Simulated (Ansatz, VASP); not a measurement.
## One calculation of Ta, two programs

Contents of INCAR:

```
SYSTEM = Ta
  ALGO = Normal
  EDIFF = 1E-6
  ENCUT = 520
  GGA = PE
  ISIF = 2
  ISMEAR = -1
  LASPH = .TRUE.
  LCHARG = .FALSE.
  LREAL = .FALSE.
  LWAVE = .FALSE.
  NBANDS = 18
  NELM = 60
  PREC = Accurate
  SIGMA = 0.05
```

The input KPOINTS:

```
k-points
0
G
  11 11 5
  0 0 0
```

File POSCAR:

```
Ta
1.0
    2.9195803945      0.0000000000      0.0000000000
   -1.4597901972      2.5284307900      0.0000000000
    0.0000000000      0.0000000000      5.2004887322
Ta
2
Direct
    0.3333333333      0.6666666667      0.2500000000
    0.6666666667      0.3333333333      0.7500000000
```

The input input.yaml:

```yaml
crystal:
  lattice:
    - [2.9195803945, 0.0, 0.0]
    - [-1.4597901972, 2.52843079, 0.0]
    - [0.0, 0.0, 5.2004887322]
  atoms:
    - { symbol: Ta, position: [0.3333333333, 0.6666666667, 0.25] }
    - { symbol: Ta, position: [0.6666666667, 0.3333333333, 0.75] }
kpoints:
  mp_grid: { grid: [11, 11, 5] }
scf:
  occupations: { method: fermi_dirac, width: 0.05 }
hamiltonian:
  xc: pbe
  pseudopotentials: { kind: all_electron, lapw: { basis_error: 0.0005 } }
output:
  forces: true
  stress: true
  eigenvalues: true
```

Change from the starting cell: volume scaled by 1.02.

Alike in both runs: task single point; functional PBE; k mesh 11 × 11 × 5; occupations fermi-dirac, width 0.05 eV; no spin polarisation.

|  | VASP | Ansatz |
| --- | --- | --- |
| version | VASP 6.6.1 | Ansatz 0.2.0 |
| potentials or method | VASP PAW PBE potentials, release 64 (Ta_pv), cutoff 520 eV | all-electron LAPW, scalar-relativistic |

Ansatz gave:

| Quantity | Value |
| --- | --- |
| gap on the k mesh at the Fermi level (eV) | none |
| pressure (GPa) | -4.5 |
| traceless stress, the component that is largest in VASP (GPa) | 0.87 |

Task: What did VASP give for the same quantities?

Result: gap on the k mesh at the Fermi level (eV): none; pressure (GPa): -4.5; traceless stress, the component that is largest in VASP (GPa): 0.86.

A gap of «none» marks a metal or a gap that the smearing closes. Ansatz ran all-electron here, and VASP with PAW potentials.

Neither program's run includes spin-orbit coupling.
